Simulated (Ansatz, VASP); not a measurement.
# Two plane-wave programs on FeO

Contents of INCAR:

```
SYSTEM = FeO
PREC = Accurate
ENCUT = 600
EDIFF = 1E-7
ISMEAR = 0
SIGMA = 0.02
LREAL = .False.
LASPH = .True.
NELM = 200
ALGO = Normal
ISIF = 3
LWAVE = .False.
LCHARG = .False.
ISPIN = 2
MAGMOM = 3.9 0.17
LORBIT = 11
LMAXMIX = 4
LDAU = .True.
LDAUTYPE = 2
LDAUL = 2 -1
LDAUU = 5.3 0
LDAUJ = 0 0
LDAUPRINT = 1
GGA = PE
IBRION = 2
NSW = 100
EDIFFG = -0.005
GGA_COMPAT = .False.
NELMIN = 4
```

KPOINTS

```
regular mesh
0
Gamma
  12 12 12
  0 0 0
```

Contents of POSCAR:

```
FeO
1.0
    1.5844222963      0.9147666393      2.4830575933
   -1.5844222963      0.9147666393      2.4830575933
    0.0000000000     -1.8295332785      2.4830575934
Fe O
1 1
Direct
    0.0000000000      0.0000000000      0.0000000000
    0.5000000000      0.5000000000      0.5000000000
```

Input for Ansatz:

```yaml
crystal:
  lattice:
    - [1.5844222963, 0.9147666393, 2.4830575933]
    - [-1.5844222963, 0.9147666393, 2.4830575933]
    - [0.0, -1.8295332785, 2.4830575934]
  atoms:
    - { symbol: Fe, position: [0.0, 0.0, 0.0], spin: 3.9 }
    - { symbol: O, position: [0.5, 0.5, 0.5], spin: 0.17 }
basis:
  ecutwfc: 420
kpoints:
  mp_grid: { grid: [12, 12, 12] }
hamiltonian:
  xc: pbe
  hubbard: { sites: [{ species: Fe, l: d, u_eff: 5.3 }] }
scf:
  occupations: { method: gaussian, width: 0.02 }
output:
  forces: true
  stress: true
  eigenvalues: true
  populations: true
magnetization:
  spin_polarized: true
relax:
  adjacent_minimum: "off"
  f_tol: 0.005
  max_steps: 80
  cell: { stress_tol: 0.05 }
```

Alike in both runs: task relaxation of cell and atoms; functional PBE; k mesh 12 × 12 × 12; occupations gaussian, width 0.02 eV; collinear spin; Hubbard terms Fe d U = 5.3 eV.

|  | VASP | Ansatz |
| --- | --- | --- |
| version | VASP 6.6.1 | Ansatz 0.2.0 |
| potentials or method | VASP PAW PBE potentials, release 64 (Fe_sv, O), cutoff 600 eV | scalar-relativistic, plane waves, PAW |
| valence electrons in the cell | 22 | 22 |

```tsv
	VASP	Ansatz	Ansatz less VASP
net moment per atom (μB)	2.00	2.00	-0.001
size of the moment on the site where the two differ most (μB)	3.67	3.54	-0.133
relaxed volume (Å³/atom)	10.10	10.80	+0.700
relaxed length of the cell vector where the two differ most in proportion (Å)	3.041	3.084	+0.0437
```

Site moments also hang on the region over which each program counts them. The programs project onto different local orbitals, so the same U acts differently, and such runs can settle in different states.
